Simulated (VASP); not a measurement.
A run of VASP 6.6.1:

The input INCAR:

```
ALGO     = Normal         # electronic algorithm
EDIFF    = 1E-6           # SCF threshold, eV
ENCUT    = 600            # plane-wave cutoff, eV
GGA      = PE             # functional
GGA_COMPAT= False        
ISIF     = 2              # what is computed and relaxed
ISMEAR   = 0              # smearing method
IVDW     = 12             # dispersion correction
LASPH    = True           # aspherical terms in the spheres
LCHARG   = False          # write CHGCAR
LREAL    = False          # projectors in reciprocal space
LWAVE    = False          # write WAVECAR
NBANDS   = 25             # bands
NELM     = 120            # most SCF steps
PREC     = Accurate       # precision mode
SIGMA    = 0.02           # smearing width, eV
```

KPOINTS

```
k-points
0
Gamma
  10 10 4
```

POSCAR

```
SiO2
1.0
    2.6654651963     -0.0005104366     -0.0447839778
   -1.3321124817      2.3089169314      0.0325059152
   -1.1904464009     -0.8065016893      8.5013861755
Si O
2 4
Direct
    0.8331313058      0.4165673650      0.2497139403
    0.1668686942      0.5834326350      0.7502860597
    0.4280879434      0.7140456496      0.1421501199
    0.2382501701      0.1191268162      0.3573905537
    0.5719120566      0.2859543504      0.8578498801
    0.7617498299      0.8808731838      0.6426094463
```

Potentials or basis: VASP PAW PBE potentials, release 64 (Si, O).

Run with:

```sh
$ cat potpaw_PBE.64/Si/POTCAR potpaw_PBE.64/O/POTCAR > POTCAR
$ mpirun -np 1 vasp_std > vasp.out
```

Hardware: 1 thread of Oxide Virtual Turin-like Processor (shared host).

**Question.** How long does it take, and how much memory?

**Answer.** Wall time 5.7 min on 1 thread of Oxide Virtual Turin-like Processor, with other jobs on the host, peak memory 0.25 GiB. Counts: scf iterations 13, k points 117.
